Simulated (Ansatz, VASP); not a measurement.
# AlNi in VASP and in Ansatz

```
Al Ni
1.0
     2.02239   -2.02217    0.00000
     2.02239    2.02217    0.00000
     0.00000    0.00000    2.87002
Al Ni
1 1
Direct
  0.00000 0.00000 0.00000
  0.50000 0.50000 0.50000
```

Alike in both runs: functional r2SCAN; k mesh 16 × 16 × 14; occupations gaussian, width 0.1 eV; no spin polarisation.

Ansatz relaxed the structure, and its values are those at the end. VASP's run is a single point on that final structure, the one shown.

```csv
,VASP,Ansatz
version,VASP 6.6.1,Ansatz 0.2.0
potentials or method,"VASP PAW PBE potentials, release 64 (Al, Ni), cutoff 520 eV","scalar-relativistic, plane waves, PAW"
valence electrons in the cell,13,21
```

Ansatz gave:

- gap on the k mesh at the Fermi level (eV): none
- pressure (GPa): 0.0

Estimate VASP's values.

gap on the k mesh at the Fermi level (eV): none; pressure (GPa): -0.2.

VASP's potentials were made for PBE, not for r2SCAN. A gap of «none» marks a metal or a gap that the smearing closes. VASP's potentials hold 13 valence electrons a cell and Ansatz's 21, so a difference there can come from the potentials and not from the codes.
